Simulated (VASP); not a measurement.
Runs of VASP 6.6.1 on Lu. The structure is that of space group Fd-3m (No. 227), or close to it. The cells are those of the table. 

```tsv
cell	gap on the mesh (eV)	pressure (GPa)
a = 5.172 Å, angles 60.0°, 2 atoms	none	(b)
a = 5.318 Å, angles 60.0°, 2 atoms	none	0.1
a = 5.456 Å, angles 60.0°, 2 atoms	none	-0.8
a = 5.246 Å, angles 60.0°, 2 atoms	none	0.6
a = 5.388 Å, angles 60.0°, 2 atoms	none	-0.4
a = 5.096 Å, angles 60.0°, 2 atoms	none	1.8
a = 5.523 Å, angles 60.0°, 2 atoms	none	(a)
```

Alike in all rows: task single point; level revPBE; potentials or basis VASP PAW PBE potentials, release 64 (Lu); no spin polarisation; k mesh 8 × 8 × 8; cutoff (eV) 520; smearing fermi-dirac 0.1 eV.

Question: Estimate the missing entries.

Answer: (a) -1.1; (b) 1.1.

Caveats: the PAW data sets were made with another functional, which shifts forces and pressure a little; spin-orbit coupling is left out, which moves the levels of the heavy elements.

A k mesh can miss the band edges, and the runs leave out spin-orbit coupling on Lu.

A gap of «none» marks levels without a gap at the run's occupations.
